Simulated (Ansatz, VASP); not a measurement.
## GaN: VASP beside Ansatz

Contents of INCAR:

```
SYSTEM = GaN
PREC = Accurate
ENCUT = 600
EDIFF = 1E-6
ISMEAR = -1
SIGMA = 0.05
LREAL = .FALSE.
LASPH = .TRUE.
NELM = 60
ALGO = Normal
ISIF = 3
LWAVE = .FALSE.
LCHARG = .FALSE.
GGA = RP
IVDW = 12
IBRION = 2
NSW = 60
EDIFFG = -0.01
```

The input KPOINTS:

```
regular mesh
0
G
  10 10 10
  0 0 0
```

The input POSCAR:

```
GaN
1.0
    0.0000000000      2.2535006075      2.2535006075
    2.2535006075      0.0000000000      2.2535006075
    2.2535006075      2.2535006075      0.0000000000
Ga N
1 1
Direct
    0.0000000000      0.0000000000      0.0000000000
    0.2500000000      0.2500000000      0.2500000000
```

File input.yaml:

```yaml
crystal:
  lattice:
    - [0.0, 2.2535006075, 2.2535006075]
    - [2.2535006075, 0.0, 2.2535006075]
    - [2.2535006075, 2.2535006075, 0.0]
  atoms:
    - { symbol: Ga, position: [0.0, 0.0, 0.0] }
    - { symbol: "N", position: [0.25, 0.25, 0.25] }
hamiltonian:
  xc: rpbe
  pseudopotentials: { kind: paw }
  dispersion: d3bj
kpoints:
  mp_grid: { grid: [10, 10, 10] }
scf:
  occupations: { method: fermi_dirac, width: 0.05 }
output:
  forces: true
  stress: true
relax:
  f_tol: 0.01
  max_steps: 40
  cell: { stress_tol: 0.05 }
```

Alike in both runs: task relaxation of cell and atoms; functional RPBE; dispersion D3(BJ); k mesh 10 × 10 × 10; occupations fermi-dirac, width 0.05 eV; no spin polarisation.

```csv
,VASP,Ansatz
version,VASP 6.6.1,Ansatz 0.2.0
potentials or method,"VASP PAW PBE potentials, release 64 (Ga_d, N)",Ansatz PAW
plane-wave cutoff (eV),600,420
valence electrons in the cell,18,18
```

Ansatz gave:

| Item | Value |
| --- | --- |
| relaxed volume (Å³/atom) | 10.84 |
| relaxed cell length with the largest relative difference (Å) | 3.130 |

Q: Estimate VASP's values.

A: Relaxed volume (Å³/atom): 10.82; relaxed cell length with the largest relative difference (Å): 3.128.

VASP's potentials were made for PBE, not for RPBE.

Noted on Ansatz's run: the plane-wave basis is chosen anew once the cell has moved, so the energies of steps on either side of that aren't comparable.
